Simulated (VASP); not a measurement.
# LaHg2 (P-3m1) in VASP: a series of runs

Runs on LaHg2. Level: LDA. Tasks: single point.

Everything below comes from runs of VASP 6.6.1. Logs are shortened: lines on timing, memory, paths and dates and some standing lists are left out, and cuts for length are marked.

## (1) The cell of the first run

It takes space group P-3m1 (No. 164, trigonal). The conventional cell has a = 4.960 Å, b = 4.960 Å, c = 3.650 Å, α = 90.00°, β = 90.00°, γ = 120.00°. Within 4.3 Å of La (site symmetry -3m) lie 12 Hg at 3.30 to 3.50 Å and 2 La at 3.65 Å. Hg (site symmetry 3m) has 5 Hg at 2.89 to 3.65 Å and 6 La at 3.30 to 3.50 Å within 3.8 Å.

## (2) Single point, LDA

Input file INCAR:

```
PREC = Accurate
ENCUT = 520
EDIFF = 1E-6
ISMEAR = -1
SIGMA = 0.15
LREAL = F
LASPH = T
NELM = 60
ALGO = Normal
ISIF = 2
LWAVE = F
LCHARG = T
LELF = T
LVHAR = T
NBANDS = 24
```

Input file KPOINTS:

```
regular mesh
0
Gamma
  2 2 2
```

Input file POSCAR:

```
LaHg2
1.0
    4.9600000000      0.0000000000      0.0000000000
   -2.4800000000      4.2954860028      0.0000000000
    0.0000000000      0.0000000000      3.6500000000
La Hg
1 2
Direct
    0.0000000000      0.0000000000      0.0000000000
    0.3333333333      0.6666666667      0.4500000000
    0.6666666667      0.3333333333      0.5500000000
```

Potentials or basis: VASP PAW LDA potentials, release 64 (La, Hg).

Started as:

```bash
> cat potpaw_LDA.64/La/POTCAR potpaw_LDA.64/Hg/POTCAR > POTCAR
> mpirun -np 1 vasp_std > vasp.out
```

OUTCAR:

```text
PREC = Accurate
   ENCUT = 520
   EDIFF = 1E-6
   ISMEAR = -1
   LREAL = F
   LASPH = T
   NELM = 60
   ISIF = 2

 ion  position               nearest neighbor table
   1  0.000  0.000  0.000-   2 3.30   3 3.30   3 3.30   2 3.30   3 3.30   2 3.30   3 3.50   2 3.50
                             3 3.50   2 3.50   3 3.50   2 3.50
   2  0.333  0.667  0.450-   3 2.89   3 2.89   3 2.89   1 3.30   1 3.30   1 3.30   1 3.50   1 3.50
                             1 3.50
   3  0.667  0.333  0.550-   2 2.89   2 2.89   2 2.89   1 3.30   1 3.30   1 3.30   1 3.50   1 3.50
                             1 3.50

  LATTYP: Found a hexagonal cell.
 ALAT       =     4.9600000000
 C/A-ratio  =     0.7358870968

  Lattice vectors:

 A1 = (   4.9600000000,   0.0000000000,   0.0000000000)
 A2 = (  -2.4800000000,   4.2954860028,   0.0000000000)
 A3 = (   0.0000000000,   0.0000000000,   3.6500000000)

Analysis of symmetry for initial positions (statically):
=====================================================================
 Subroutine PRICEL returns:
 Original cell was already a primitive cell.

 Routine SETGRP: Setting up the symmetry group for a
 hexagonal supercell.

 Subroutine GETGRP returns: Found 12 space group operations
 (whereof 12 operations were pure point group operations)
 out of a pool of 24 trial point group operations.

The static configuration has the point symmetry D_3d.

Analysis of symmetry for dynamics (positions and initial velocities):
=====================================================================
 Subroutine PRICEL returns:
 Original cell was already a primitive cell.

 Routine SETGRP: Setting up the symmetry group for a
 hexagonal supercell.

 Subroutine GETGRP returns: Found 12 space group operations
 (whereof 12 operations were pure point group operations)
 out of a pool of 24 trial point group operations.

The dynamic configuration has the point symmetry D_3d.

 Subroutine INISYM returns: Found 12 space group operations
 (whereof 12 operations are pure point group operations),
 and found     1 'primitive' translations

----------------------------------------------------------------------------------------

                                     Primitive cell

  volume of cell :      77.7655

  direct lattice vectors                    reciprocal lattice vectors
     4.960000000  0.000000000  0.000000000     0.201612903  0.116401264  0.000000000
    -2.480000000  4.295486003  0.000000000     0.000000000  0.232802528  0.000000000
     0.000000000  0.000000000  3.650000000     0.000000000  0.000000000  0.273972603

  length of vectors
     4.960000000  4.960000000  3.650000000     0.232802528  0.232802528  0.273972603

  position of ions in fractional coordinates (direct lattice)
     0.000000000  0.000000000  0.000000000
     0.333333333  0.666666667  0.450000000
     0.666666667  0.333333333  0.550000000

  ion indices of the primitive-cell ions
   primitive index   ion index
                 1           1
                 2           2
                 3           3

----------------------------------------------------------------------------------------

 KPOINTS: regular mesh

Automatic generation of k-mesh.
 Grid dimensions read from file:
 generate k-points for:    2    2    2

 Generating k-lattice:

  Cartesian coordinates                     Fractional coordinates (reciprocal lattice)
     0.100806452  0.058200632  0.000000000     0.500000000  0.000000000  0.000000000
     0.000000000  0.116401264  0.000000000     0.000000000  0.500000000  0.000000000
     0.000000000  0.000000000  0.136986301     0.000000000  0.000000000  0.500000000

  Length of vectors
     0.116401264  0.116401264  0.136986301

  Shift w.r.t. Gamma in fractional coordinates (k-lattice)
     0.000000000  0.000000000  0.000000000

 Subroutine IBZKPT returns following result:
 ===========================================

 Found      4 irreducible k-points:

 Following reciprocal coordinates:
            Coordinates               Weight
  0.000000  0.000000  0.000000      1.000000
  0.500000  0.000000  0.000000      3.000000
  0.000000  0.000000  0.500000      1.000000
  0.500000  0.000000  0.500000      3.000000
   k-points           NKPTS =      4   k-points in BZ     NKDIM =      4   number of bands    NBANDS=     24
   number of dos      NEDOS =    301   number of ions     NIONS =      3
   total plane-waves  NPLWV =  44800
   dimension x,y,z NGX =    40 NGY =   40 NGZ =   28
   dimension x,y,z NGXF=    80 NGYF=   80 NGZF=   56
   ions per type =               1   2
   NGX,Y,Z   is equivalent  to a cutoff of  13.41, 13.41, 12.75 a.u.
   NGXF,Y,Z  is equivalent  to a cutoff of  26.81, 26.81, 25.51 a.u.
 SYSTEM =  unknown system
   PREC   = accura    normal or accurate (medium, high low for compatibility)
   ISTART =      0    job   : 0-new  1-cont  2-samecut
   ICHARG =      2    charge: 1-file 2-atom 10-const
   ISPIN  =      1    spin polarized calculation?
   LNONCOLLINEAR =      F non collinear calculations
   LSORBIT =      F    spin-orbit coupling
   LASPH  =      T    aspherical Exc in radial PAW
   ENCUT  =  520.0 eV  38.22 Ry    6.18 a.u.   9.22  9.22  6.79*2*pi/ulx,y,z
   NELM   =     60;   NELMIN=  2; NELMDL= -5     # of ELM steps
   EDIFF  = 0.1E-05   stopping-criterion for ELM
   LREAL  =      F    real-space projection
   EDIFFG = 0.1E-04   stopping-criterion for IOM
   NSW    =      0    number of steps for IOM
   IBRION =     -1    ionic relax: 0-MD 1-quasi-New 2-CG
   NFREE  =      0    steps in history (QN), initial steepest desc. (CG)
   ISIF   =      2    stress and relaxation
   ISYM   =      2    0-nonsym 1-usesym 2-fastsym
   POTIM  = 0.5000    time-step for ionic-motion
   TEBEG  =    0.0;   TEEND  =   0.0 temperature during run
   PSTRESS=    0.0 pullay stress
   NELECT =      35.0000    total number of electrons
   NUPDOWN=      -1.0000    fix difference up-down
   EMIN   =  10.00;   EMAX   =-10.00  energy-range for DOS
   EFERMI =   0.00;   METHOD = LEGACY
   ISMEAR =    -1;   SIGMA  =   0.15  broadening in eV -4-tet -1-fermi 0-gaus
   EFERMI_NEDOS =   21; number of points for ismear=-14 and -15
   IALGO  =     38    algorithm
   IMIX   =      4    mixing-type and parameters
     AMIX     =   0.40;   BMIX     =  1.00
     AMIX_MAG =   1.60;   BMIX_MAG =  1.00
  volume/ion in A,a.u.               =      25.92       174.93
  Fermi-wavevector in a.u.,A,eV,Ry     =   1.254590  2.370832 21.415524  1.573997
  Thomas-Fermi vector in A             =   2.388388
   LORBIT       =      0    0 simple, 1 ext, 2 COOP (PROOUT), +10 PAW based schemes
   GGA     = CA    functional components
   LHFCALC =     F    Hartree Fock is set to
   AEXX    =    0.0000 exact exchange contribution
   IVDW    =     0    specifies the selected vdW correction
   LEPSILON=     F    determine dielectric tensor
   LRPA    =     F    only Hartree local field effects (RPA)
 non-spin polarized calculation
  energy-cutoff  :      520.00
  volume of cell :       77.77
 maximum number of plane-waves:      2107
 NGX is ok and might be reduce to    40
   NGX = 19   NGY = 19   NGZ = 13

 number of electron      35.0000001 magnetization

 Free energy of the ion-electron system (eV)
  ---------------------------------------------------
  ext. energy  EPLUGINS =         0.00000000
  ---------------------------------------------------
  free energy    TOTEN  =        -9.47338968 eV

  energy without entropy =       -9.21991176  energy(sigma->0) =       -9.34665072

 E-fermi :   5.4439     XC(G=0): -10.9373

 val. band max:        5.3227748709   @ k =   0.5000   0.0000   0.0000
 cond. band min:       5.4995224270   @ k =   0.5000   0.0000   0.5000
 fundamental gap:      0.1767475561
 Fermi energy:         5.4438821277

 k-point     1 :       0.0000    0.0000    0.0000
  band No.  band energies     occupation
      1     -27.1143      2.00000
      2     -10.8822      2.00000
      3     -10.8822      2.00000
      4     -10.4118      2.00000
      5      -2.8555      2.00000
      6      -2.0651      2.00000
[... 16 lines left out ...]
     23       7.4062      0.00000
     24       7.4078      0.00000

 k-point     2 :       0.5000    0.0000    0.0000
  band No.  band energies     occupation
      1     -27.1089      2.00000
      2     -11.0192      2.00000
      3     -10.8931      2.00000
      4     -10.4154      2.00000
      5      -2.6656      2.00000
      6      -2.4280      2.00000
[... 16 lines left out ...]
     23       7.3968      0.00000
     24       7.5075      0.00000

 k-point     3 :       0.0000    0.0000    0.5000
  band No.  band energies     occupation
      1     -27.0219      2.00000
      2     -11.4321      2.00000
      3     -10.7467      2.00000
      4     -10.7467      2.00000
      5      -2.2957      2.00000
      6      -2.2532      2.00000
[... 16 lines left out ...]
     23       7.4268      0.00000
     24       7.4874      0.00000

 k-point     4 :       0.5000    0.0000    0.5000
  band No.  band energies     occupation
      1     -27.0190      2.00000
      2     -11.3785      2.00000
      3     -10.8254      2.00000
      4     -10.7804      2.00000
      5      -2.5321      2.00000
      6      -2.4576      2.00000
[... 16 lines left out ...]
     23       7.3793      0.00000
     24       7.4326      0.00000

------------------------ aborting loop because EDIFF is reached ----------------------------------------

  FORCE on cell =-STRESS in cart. coord.  units (eV):
  Direction    XX          YY          ZZ          XY          YZ          ZX
  --------------------------------------------------------------------------------------
  -------------------------------------------------------------------------------------
  Total       -1.5907698     -1.5907698     -1.5577082     -0.0000000      0.0000000      0.0000000
  in kB      -32.7741231    -32.7741231    -32.0929638     -0.0000000      0.0000000      0.0000000
  external PRESSURE =     -32.5470700 kB  Pullay stress =       0.0000000 kB

 VOLUME and BASIS-vectors are now :
 -----------------------------------------------------------------------------
  energy-cutoff  :      520.00
  volume of cell :       77.77
      direct lattice vectors                 reciprocal lattice vectors
     4.960000000  0.000000000  0.000000000     0.201612903  0.116401264  0.000000000
    -2.480000000  4.295486003  0.000000000     0.000000000  0.232802528  0.000000000
     0.000000000  0.000000000  3.650000000     0.000000000  0.000000000  0.273972603

 POSITION                                       TOTAL-FORCE (eV/Angst)
 -----------------------------------------------------------------------------------
      0.00000      0.00000      0.00000        -0.000000      0.000000      0.000000
     -0.00000      2.86366      1.64250         0.000000      0.000000      0.023512
      2.48000      1.43183      2.00750        -0.000000     -0.000000     -0.023512
 -----------------------------------------------------------------------------------
    total drift:                                0.000000     -0.000000      0.000000

  FREE ENERGIE OF THE ION-ELECTRON SYSTEM (eV)
  ---------------------------------------------------
  free  energy   TOTEN  =        -9.4733896833 eV

  energy  without entropy=       -9.2199117601  energy(sigma->0) =       -9.34665072
```

Wall time 9.5 s (1 thread of Intel Xeon Platinum 8488C (Sapphire Rapids), shared host); peak memory 0.17 GiB.

Results:

```yaml
Free_energy: -9.4734 eV
Pressure: -3.3 GPa
Largest_force: 0.024 eV/Å
```

Forces on the atoms (eV/Å):
```
La   0.000  0.000  0.000
Hg   0.000  0.000  0.024
Hg   0.000  0.000 -0.024
```

Caveat: the k points lie up to 0.86 Å⁻¹ apart; spin-orbit coupling is left out, which moves the levels of the heavy elements.

## (3) Single point, LDA

Input file INCAR:

```
ALGO     = Normal         # electronic algorithm
EDIFF    = 1E-7           # SCF threshold, eV
ENCUT    = 520            # plane-wave cutoff, eV
ISIF     = 2              # what is computed and relaxed
ISMEAR   = -1             # smearing method
LASPH    = T              # aspherical terms in the spheres
LCHARG   = T              # write CHGCAR
LELF     = T              # ELF
LREAL    = F              # projectors in reciprocal space
LVHAR    = T            
LWAVE    = F              # write WAVECAR
NBANDS   = 24             # bands
NELM     = 60             # most SCF steps
PREC     = Accurate       # precision mode
SIGMA    = 0.15           # smearing width, eV
```

Input file KPOINTS:

```
k-points
0
Gamma
  3 3 3
```

POSCAR is that of step 2.

Potentials or basis: VASP PAW LDA potentials, release 64 (La, Hg).

Started as:

```bash
> cat potpaw_LDA.64/La/POTCAR potpaw_LDA.64/Hg/POTCAR > POTCAR
> mpirun -np 1 vasp_std > vasp.out
```

OUTCAR:

```text
EDIFF = 1E-7
   ENCUT = 520
   ISIF = 2
   ISMEAR = -1
   LASPH = T
   LREAL = F
   NELM = 60
   PREC = Accurate

 ion  position               nearest neighbor table
   1  0.000  0.000  0.000-   2 3.30   3 3.30   3 3.30   2 3.30   3 3.30   2 3.30   3 3.50   2 3.50
                             3 3.50   2 3.50   3 3.50   2 3.50
   2  0.333  0.667  0.450-   3 2.89   3 2.89   3 2.89   1 3.30   1 3.30   1 3.30   1 3.50   1 3.50
                             1 3.50
   3  0.667  0.333  0.550-   2 2.89   2 2.89   2 2.89   1 3.30   1 3.30   1 3.30   1 3.50   1 3.50
                             1 3.50

  LATTYP: Found a hexagonal cell.
 ALAT       =     4.9600000000
 C/A-ratio  =     0.7358870968

  Lattice vectors:

 A1 = (   4.9600000000,   0.0000000000,   0.0000000000)
 A2 = (  -2.4800000000,   4.2954860028,   0.0000000000)
 A3 = (   0.0000000000,   0.0000000000,   3.6500000000)

Analysis of symmetry for initial positions (statically):
=====================================================================
 Subroutine PRICEL returns:
[... 151 lines left out ...]
  free energy    TOTEN  =        -9.15878443 eV

  energy without entropy =       -8.91567222  energy(sigma->0) =       -9.03722832

 E-fermi :   5.5945     XC(G=0): -10.9324

 val. band max:        5.5377740942   @ k =   0.3333   0.0000   0.3333
 cond. band min:       5.6392578333   @ k =   0.0000   0.0000   0.0000
 fundamental gap:      0.1014837390
 Fermi energy:         5.5944812871

 k-point     1 :       0.0000    0.0000    0.0000
  band No.  band energies     occupation
      1     -27.1053      2.00000
      2     -10.9111      2.00000
      3     -10.9111      2.00000
      4     -10.3732      2.00000
      5      -2.7542      2.00000
      6      -2.0010      2.00000
[... 178 lines left out ...]
     23       7.4030      0.00001
     24       7.4483      0.00001

------------------------ aborting loop because EDIFF is reached ----------------------------------------

  FORCE on cell =-STRESS in cart. coord.  units (eV):
  Direction    XX          YY          ZZ          XY          YZ          ZX
  --------------------------------------------------------------------------------------
  -------------------------------------------------------------------------------------
  Total       -0.8268995     -0.8268995     -0.8428727      0.0000000      0.0000000      0.0000000
  in kB      -17.0363456    -17.0363456    -17.3654379      0.0000000      0.0000000      0.0000000
  external PRESSURE =     -17.1460430 kB  Pullay stress =       0.0000000 kB

 VOLUME and BASIS-vectors are now :
 -----------------------------------------------------------------------------
  energy-cutoff  :      520.00
  volume of cell :       77.77
      direct lattice vectors                 reciprocal lattice vectors
     4.960000000  0.000000000  0.000000000     0.201612903  0.116401264  0.000000000
    -2.480000000  4.295486003  0.000000000     0.000000000  0.232802528  0.000000000
     0.000000000  0.000000000  3.650000000     0.000000000  0.000000000  0.273972603

 POSITION                                       TOTAL-FORCE (eV/Angst)
 -----------------------------------------------------------------------------------
      0.00000      0.00000      0.00000         0.000000      0.000000      0.000000
     -0.00000      2.86366      1.64250        -0.000000     -0.000000      0.151098
      2.48000      1.43183      2.00750         0.000000      0.000000     -0.151098
 -----------------------------------------------------------------------------------
    total drift:                                0.000000     -0.000000      0.000000

  FREE ENERGIE OF THE ION-ELECTRON SYSTEM (eV)
  ---------------------------------------------------
  free  energy   TOTEN  =        -9.1587844344 eV

  energy  without entropy=       -8.9156722151  energy(sigma->0) =       -9.03722832
```

OSZICAR:

```text
N       E                     dE             d eps       ncg     rms          rms(c)
DAV:   1     0.318043050292E+03    0.31804E+03   -0.14463E+04   336   0.203E+03
DAV:   2     0.358439771916E+02   -0.28220E+03   -0.24548E+03   392   0.344E+02
DAV:   3    -0.711078360291E+01   -0.42955E+02   -0.41395E+02   432   0.146E+02
DAV:   4    -0.102238211872E+02   -0.31130E+01   -0.29437E+01   592   0.336E+01
DAV:   5    -0.103317801582E+02   -0.10796E+00   -0.10720E+00   424   0.564E+00    0.654E+00
DAV:   6    -0.928607282456E+01    0.10457E+01   -0.12179E+01   576   0.259E+01    0.578E+00
DAV:   7    -0.919962444141E+01    0.86448E-01   -0.60468E-01   496   0.828E+00    0.330E+00
DAV:   8    -0.917243951223E+01    0.27185E-01   -0.42553E-01   488   0.416E+00    0.529E-01
DAV:   9    -0.916269185996E+01    0.97477E-02   -0.41648E-02   568   0.152E+00    0.317E-01
DAV:  10    -0.915918022375E+01    0.35116E-02   -0.12435E-02   480   0.719E-01    0.120E-01
DAV:  11    -0.915878047747E+01    0.39975E-03   -0.25800E-03   592   0.335E-01    0.230E-02
DAV:  12    -0.915878451172E+01   -0.40342E-05   -0.92786E-05   424   0.559E-02    0.143E-02
DAV:  13    -0.915878467304E+01   -0.16132E-06   -0.15609E-05   608   0.299E-02    0.575E-03
DAV:  14    -0.915878451419E+01    0.15885E-06   -0.54126E-07   376   0.537E-03    0.166E-03
DAV:  15    -0.915878443444E+01    0.79755E-07   -0.51397E-07   424   0.514E-03
   1 F= -.91587844E+01 E0= -.90372283E+01  d E =-.243112E+00
```

stdout:

```text
POSCAR found type information on POSCAR LaHg
 POSCAR found :  2 types and       3 ions
 scaLAPACK will be used
 LDA part: xc-table for (Slater(with rela. corr.)+CA(PZ))
 , standard interpolation
 POSCAR, INCAR and KPOINTS ok, starting setup
 FFT: planning ... GRIDC
 FFT: planning ... GRID_SOFT
 FFT: planning ... GRID
 WAVECAR not read
 entering main loop
```

Wall time 16 s (1 thread of Intel Xeon Platinum 8488C (Sapphire Rapids), shared host); peak memory 0.18 GiB.

Results:

```
Free energy   : -9.1588 eV
Pressure      : -1.7 GPa
Largest force : 0.151 eV/Å
```

Forces in eV/Å, atoms in the order of the input:
```
La   0.000  0.000  0.000
Hg   0.000  0.000  0.151
Hg   0.000  0.000 -0.151
```

Caveat: the k points lie up to 0.57 Å⁻¹ apart; spin-orbit coupling is left out, which moves the levels of the heavy elements.

## (4) Single point, LDA

Input file INCAR:

```
SYSTEM = LaHg2
PREC = Accurate
ENCUT = 520
EDIFF = 1E-6
ISMEAR = -1
SIGMA = 0.15
LREAL = .FALSE.
LASPH = .TRUE.
NELM = 80
ALGO = Normal
ISIF = 2
LWAVE = .FALSE.
LCHARG = .FALSE.
GGA = CA
NBANDS = 24
```

Input file KPOINTS:

```
regular mesh
0
G
  4 4 5
  0 0 0
```

POSCAR is that of step 3.

Started as:

```bash
> cat potpaw_LDA.64/La/POTCAR potpaw_LDA.64/Hg/POTCAR > POTCAR
> mpirun -np 1 vasp_std > vasp.out
```

Wall time 21 s (1 thread of Intel Xeon Platinum 8488C (Sapphire Rapids), shared host); peak memory 0.18 GiB.

It converged, with:

* Free energy: -9.3677 eV
* Pressure: -2.7 GPa
* Largest force: 0.221 eV/Å

Forces in eV/Å, atoms in the order of the input:
```
La   0.000  0.000  0.000
Hg   0.000  0.000  0.221
Hg   0.000  0.000 -0.221
```

Stress tensor (GPa, compression positive):
```
-2.14  0.00  0.00
 0.00 -2.14  0.00
 0.00  0.00 -3.95
```

Levels at points of the mesh, in eV from the Fermi level:
```tsv
k point	band 14	band 15	band 16	band 17	band 18	band 19	band 20	band 21
(0.00, 0.00, 0.00)	-6.74	-6.74	-0.95	-0.95	-0.51	-0.16	1.47	1.47
(0.50, 0.00, 0.00)	-6.58	-5.24	-5.09	-0.42	0.01	1.45	1.54	1.66
```

Caveat: the k points lie up to 0.37 Å⁻¹ apart; spin-orbit coupling is left out, which moves the levels of the heavy elements.

## (5) The runs side by side

```tsv
k mesh	gap on the mesh (eV)	pressure (GPa)	largest force (eV/Å)
2 × 2 × 2	none	-3.3	0.02
3 × 3 × 3	none	-1.7	0.15
4 × 4 × 5	none	-2.7	0.22
```

Alike in all rows: task single point; level LDA; potentials or basis VASP PAW LDA potentials, release 64 (La, Hg); no spin polarisation; cell as given; cutoff (eV) 520; smearing fermi-dirac 0.15 eV.

Caveats: all runs use coarse meshes; spin-orbit coupling is left out, which moves the levels of the heavy elements.

Absolute energies hang on the potentials; compare differences alone.
